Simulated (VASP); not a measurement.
ScHg, 2 atoms in the cell. Symmetry: Pm-3m, No. 221, cubic system. The conventional cell has a = 3.503 Å, b = 3.503 Å, c = 3.503 Å, α = 90.00°, β = 90.00°, γ = 90.00°. Within 4.0 Å of Sc (site symmetry m-3m) lie 8 Hg at 3.03 Å and 6 Sc at 3.50 Å. Within 4.0 Å of Hg (site symmetry m-3m) lie 8 Sc at 3.03 Å and 6 Hg at 3.50 Å.  This cell differs from its parent crystal: volume scaled by 1.02.

```yaml
Program: VASP 6.6.1
Task: single point
Functional: PBEsol
Potentials_or_basis: VASP PAW PBE potentials, release 64 (Sc_sv, Hg)
Cutoff: 520 eV
k_mesh: 12 × 12 × 12
Occupations: fermi-dirac, width 0.08 eV
Spin: no spin polarisation
Dipole_correction: no
Further_INCAR_settings: ALGO = Normal; EDIFF = 1e-07; NBANDS = 18
```

Potentials or basis: VASP PAW PBE potentials, release 64 (Sc_sv, Hg).

The run is started by

```bash
$ cat potpaw_PBE.64/Sc_sv/POTCAR potpaw_PBE.64/Hg/POTCAR > POTCAR
$ mpirun -np 1 vasp_std > vasp.out
```

Hardware: 1 thread of Intel(R) Xeon(R) 6975P-C (Granite Rapids), with other jobs on the host.

Task: How long does it take, and how much memory?

Result: It took 24 s on 1 thread of Intel(R) Xeon(R) 6975P-C (Granite Rapids) (shared host), peak memory 0.2 GiB. Counts: scf iterations 13, k points 84.
